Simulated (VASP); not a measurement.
Here is a VASP 6.6.1 calculation.

Contents of INCAR:

```
SYSTEM = HfTa
PREC = Accurate
ENCUT = 520
EDIFF = 1E-6
ISMEAR = -1
SIGMA = 0.05
LREAL = .False.
LASPH = .True.
NELM = 60
ALGO = Normal
ISIF = 2
LWAVE = .False.
LCHARG = .False.
GGA = PE
NBANDS = 18
```

Contents of KPOINTS:

```
regular mesh
0
Gamma
  8 8 5
  0 0 0
```

File POSCAR:

```
HfTa
1.0
    1.7127470000     -2.3996010000      0.0000000000
    1.7127470000      2.3996010000      0.0000000000
    0.0000000000      0.0000000000      4.7506039000
Ta Hf
1 1
Direct
    0.5000000000      0.5000000000      0.5000000000
    0.0000000000      0.0000000000      0.0000000000
```

Potentials or basis: VASP PAW PBE potentials, release 64 (Ta_pv, Hf_pv).

Launch:

```bash
$ cat potpaw_PBE.64/Ta_pv/POTCAR potpaw_PBE.64/Hf_pv/POTCAR > POTCAR
$ mpirun -np 1 vasp_std > vasp.out
```

Problem. Estimate the pressure.

Solution. 3.3 GPa.

Problem. Estimate the band gap on the k mesh.

Solution. Zero (an odd number of electrons rules out a gap without spin polarisation).

Stress tensor (GPa, compression positive):
```
3.02 0.00 0.00
0.00 1.67 0.00
0.00 0.00 5.13
```

Caveat: the cell stands under pressure; spin-orbit coupling is left out, which moves the levels of the heavy elements.
